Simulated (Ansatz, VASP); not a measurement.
ZrC: VASP beside Ansatz

INCAR

```
PREC = Accurate
ENCUT = 520
EDIFF = 1E-6
ISMEAR = -1
SIGMA = 0.05
LREAL = F
LASPH = T
NELM = 100
ALGO = Normal
ISIF = 2
LWAVE = F
LCHARG = T
GGA = PE
LELF = T
LVHAR = T
NBANDS = 15
```

The input KPOINTS:

```
regular mesh
0
Gamma
  15 15 15
```

Contents of POSCAR:

```
ZrC
1.0
    0.0000000000      2.3502100000      2.3267079000
    2.3502100000      0.0000000000      2.3267079000
    2.3502100000      2.3502100000      0.0000000000
Zr C
1 1
Direct
    0.5000000000      0.5000000000      0.5000000000
    0.0000000000      0.0000000000      0.0000000000
```

Input for Ansatz:

```yaml
crystal:
  lattice:
    - [0.0, 2.35021, 2.3267079]
    - [2.35021, 0.0, 2.3267079]
    - [2.35021, 2.35021, 0.0]
  atoms:
    - { symbol: Zr, position: [0.5, 0.5, 0.5] }
    - { symbol: C, position: [0.0, 0.0, 0.0] }
kpoints:
  mp_grid: { grid: [15, 15, 15] }
  band_path:
    path:
      - [0.0, 0.0, 0.0]
      - [0.0, 0.5, 0.5]
      - [0.25, 0.75, 0.5]
      - [0.0, 0.5, 0.0]
      - [0.0, 0.0, 0.0]
      - [0.5, 0.5, 0.0]
      - [0.3775380063, 0.6224619937, 0.0]
      - [-0.3775380063, 0.3775380063, 0.0]
      - [0.0, 0.0, 0.0]
    npoints: 5
scf:
  occupations: { method: fermi_dirac, width: 0.05 }
hamiltonian:
  xc: pbe
  pseudopotentials: { kind: all_electron, lapw: { basis_error: 0.00025 } }
output:
  forces: true
  stress: true
  eigenvalues: true
```

Change from the starting cell: zz strain of -1 %.

Alike in both runs: task single point; functional PBE; k mesh 15 × 15 × 15; occupations fermi-dirac, width 0.05 eV; no spin polarisation.

```csv
,VASP,Ansatz
version,VASP 6.6.1,Ansatz 0.2.0
potentials or method,"VASP PAW PBE potentials, release 64 (Zr_sv, C), cutoff 520 eV","all-electron LAPW, scalar-relativistic"
```

VASP gave:

| Item | Value |
| --- | --- |
| pressure (GPa) | 3.8 |
| traceless stress, the component that is largest in VASP (GPa) | 2.58 |

What did Ansatz give for the same quantities?

Pressure (GPa): 3.6; traceless stress, the component that is largest in VASP (GPa): 2.57.

Ansatz ran all-electron here, and VASP with PAW potentials.
